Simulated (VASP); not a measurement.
Input of a VASP 6.6.1 run:

Contents of INCAR:

```
SYSTEM = BeS
ALGO = Normal
EDIFF = 1E-6
ENCUT = 520
GGA = PS
ISIF = 2
ISMEAR = 0
LASPH = .TRUE.
LCHARG = .FALSE.
LREAL = .FALSE.
LWAVE = .FALSE.
NBANDS = 11
NELM = 80
PREC = Accurate
SIGMA = 0.05
```

Contents of KPOINTS:

```
k-points
0
G
  14 14 14
  0 0 0
```

POSCAR

```
BeS
1.0
    0.0000000000      2.4250000000      2.4250000000
    2.4250000000      0.0000000000      2.4250000000
    2.4250000000      2.4250000000      0.0000000000
Be S
1 1
Direct
    0.0000000000      0.0000000000      0.0000000000
    0.7500000000      0.7500000000      0.7500000000
```

Potentials or basis: VASP PAW PBE potentials, release 64 (Be, S).

The run is started by

```bash
$ cat potpaw_PBE.64/Be/POTCAR potpaw_PBE.64/S/POTCAR > POTCAR
$ mpirun -np 1 vasp_std > vasp.out
```

Q: What does it give for the band gap on the k mesh?

A: 2.93 eV, indirect (least direct gap 5.59 eV).

Q: Estimate the pressure.

A: -0.6 GPa.

Caveat: the PAW data sets were made with another functional, which shifts forces and pressure a little. A k mesh can miss the band edges.
